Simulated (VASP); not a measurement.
A run of VASP 6.6.1 is set up as follows.

File INCAR:

```
  PREC = Accurate
  ENCUT = 520
  EDIFF = 1E-6
  ISMEAR = -1
  SIGMA = 0.05
  LREAL = Auto
  LASPH = T
  NELM = 100
  ALGO = Normal
  ISIF = 2
  LWAVE = F
  LCHARG = F
  GGA = PE
  IVDW = 12
  NBANDS = 74
```

KPOINTS

```
Automatic mesh
0
Gamma
  1 1 1
```

File POSCAR:

```
H3CN
1.0
    8.4343270000      0.0000000000      0.0000000000
    0.0000000000      8.4343270000      0.0000000000
    0.0000000000      0.0000000000      8.4343270000
N C H
8 8 24
Direct
    0.1119472840      0.7765527706      0.7739918075
    0.2157611390      0.7111652180      0.8245945409
    0.6910450591      0.5807339459      0.2130816128
    0.8130109255      0.6051579456      0.2471566493
    0.6307912890      0.2723275965      1.0240769655
    0.5323009174      0.3170733124      1.1018187936
    0.2712486722      0.7322220255      0.4015139560
    0.2639570413      0.7858836870      0.2799867731
    0.8406598416      0.0043749786      0.6297479337
    0.7487971477      0.0064735455      0.4737900250
    0.0166581163      0.1791132831      0.0838241154
    0.1279651595      0.3407859335      0.1276687518
    0.2526698336      0.1622536096      0.5457341173
    0.2019011120      0.3040550835      0.6429084383
    0.7557212330      0.4759478735      0.5921989982
    0.5663759539      0.5009646887      0.6398969355
    0.7639495125     -0.0612852691      0.7169629539
    0.9740789040     -0.0493933897      0.6219939066
    0.8378736086      0.1290559401      0.6641905157
    0.6874051717      0.1114374626      0.4571200524
    0.8019252751      0.0073627688      0.3552269197
    0.6422444849     -0.0782516495      0.5030513994
   -0.1196064606      0.1692369765      0.1147098044
    0.0573726866      0.1846738928     -0.0351539607
    0.0878908299      0.0704620535      0.1271707867
    0.2541518725      0.3379167063      0.0924792221
    0.0725961894      0.4364782157      0.1504447243
    0.1785323239      0.3275542909      0.2504764162
    0.2109119080      0.0454570946      0.5451768707
    0.2481051541      0.2001463780      0.4288901770
    0.3830181116      0.1448722583      0.5355258339
    0.2910249982      0.4143661966      0.6225155842
    0.0747303253      0.3288466288      0.6447817354
    0.2001345217      0.2748292780      0.7705653338
    0.7775842696      0.4522589651      0.4836189064
    0.8244048399      0.5964079885      0.6076003456
    0.7973843082      0.3749083952      0.6733910127
    0.5130818381      0.4378772604      0.7484296020
    0.5214998185      0.6181406056      0.6284674521
    0.5291115699      0.4388731905      0.5364624824
```

Potentials or basis: VASP PAW PBE potentials, release 64 (N, C, H).

Command:

```sh
$ cat potpaw_PBE.64/N/POTCAR potpaw_PBE.64/C/POTCAR potpaw_PBE.64/H/POTCAR > POTCAR
$ mpirun -np 1 vasp_gam > vasp.out
```

(1) What does it give for the band gap on the k mesh?

(2) Estimate the dispersion energy per atom.

## Answers

(1) 4.37 eV.

(2) -0.034 eV.

Caveat: the k points lie up to 0.74 Å⁻¹ apart; the standard files for N, O and F lose accuracy on very short bonds.
